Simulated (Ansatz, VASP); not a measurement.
## One calculation of TeAs2, two programs

```
CELL_PARAMETERS angstrom
5.19619 0.00000 0.00000
0.00000 5.19619 0.00000
0.00000 0.00000 6.27782
ATOMIC_POSITIONS crystal
Te 0.00000 0.00000 0.00000
Te 0.00000 0.00000 0.50000
As 0.50000 0.26865 0.00000
As 0.50000 0.73135 0.00000
As 0.26865 0.50000 0.50000
As 0.73135 0.50000 0.50000
```

Alike in both runs: functional PBE; k mesh 4 × 4 × 4; occupations gaussian, width 0.1 eV; no spin polarisation.

Ansatz relaxed the structure, and its values are those at the end. VASP's run is a single point on that final structure, the one shown.

```csv
,VASP,Ansatz
version,VASP 6.6.1,Ansatz 0.2.0
potentials or method,"VASP PAW PBE potentials, release 64 (Te, As), cutoff 520 eV","scalar-relativistic, plane waves, PAW"
valence electrons in the cell,32,92
```

Ansatz gave:

```
gap on the k mesh at the Fermi level (eV) : none
pressure (GPa)                            : -0.1
rms of the force components (eV/Å)        : 0.004
```

Q: What did VASP give for the same quantities?

A: gap on the k mesh at the Fermi level (eV): none; pressure (GPa): 0.0; rms of the force components (eV/Å): 0.015.

A gap of «none» marks a metal or a gap that the smearing closes. VASP's potentials hold 32 valence electrons a cell and Ansatz's 92, so a difference there can come from the potentials and not from the codes.

Spin-orbit coupling is off throughout.
